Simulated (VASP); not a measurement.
A run of VASP 6.6.1 is set up as follows.

File INCAR:

```
ALGO = Normal ; EDIFF = 1E-6
ENCUT = 520 ; GGA = PE
ISIF = 2 ; ISMEAR = 0
LASPH = True ; LCHARG = True
LELF = True ; LREAL = False
LVHAR = True ; LWAVE = False
NBANDS = 20 ; NELM = 80
PREC = Accurate ; SIGMA = 0.1
```

Contents of KPOINTS:

```
k-points
0
Gamma
  4 4 4
```

File POSCAR:

```
CsH2
1.0
    6.4605233262      0.0000000000      0.0000000000
    0.0000000000      6.4605233262      0.0000000000
    0.0000000000      0.0000000000      6.4605233262
Cs H
2 4
Direct
    0.0000000000      0.0000000000      0.0000000000
    0.5000000000      0.5000000000      0.5000000000
    0.2500000000      0.2500000000      0.2500000000
    0.2500000000      0.7500000000      0.7500000000
    0.7500000000      0.7500000000      0.2500000000
    0.7500000000      0.2500000000      0.7500000000
```

Potentials or basis: VASP PAW PBE potentials, release 64 (Cs_sv, H).

Launch:

```sh
$ cat potpaw_PBE.64/Cs_sv/POTCAR potpaw_PBE.64/H/POTCAR > POTCAR
$ mpirun -np 1 vasp_std > vasp.out
```

Q: Predict the band gap on the k mesh.

A: Zero (bands 11 and 12 overlap by 0.19 eV).

Q: Estimate the pressure.

A: 0.1 GPa.

Caveat: spin-orbit coupling is left out, which moves the levels of the heavy elements.
